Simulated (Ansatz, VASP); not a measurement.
**Two plane-wave programs on Ge**

```xyz
1
Lattice="-1.6964 1.6964 1.6964 1.6964 -1.6964 1.6964 1.6964 1.6964 -1.6964" Properties=species:S:1:pos:R:3 pbc="T T T"
Ge    0.0000    0.0000    0.0000
```

Change from the starting cell: volume scaled by 1.02, PAW files.

Alike in both runs: task electric field gradients; functional PBE; k mesh 20 × 20 × 20; occupations fermi-dirac, width 0.03 eV; no spin polarisation.

```csv
,VASP,Ansatz
version,VASP 6.6.1,Ansatz 0.2.0
potentials or method,"VASP PAW PBE potentials, release 64 (Ge_d)","PAW with Ansatz's default frozen-core files, scalar-relativistic"
plane-wave cutoff (eV),520,420
valence electrons in the cell,14,14
```

|  | VASP | Ansatz | Ansatz less VASP |
| --- | --- | --- | --- |
| pressure (GPa) | -1.2 | -1.2 | -0.03 |
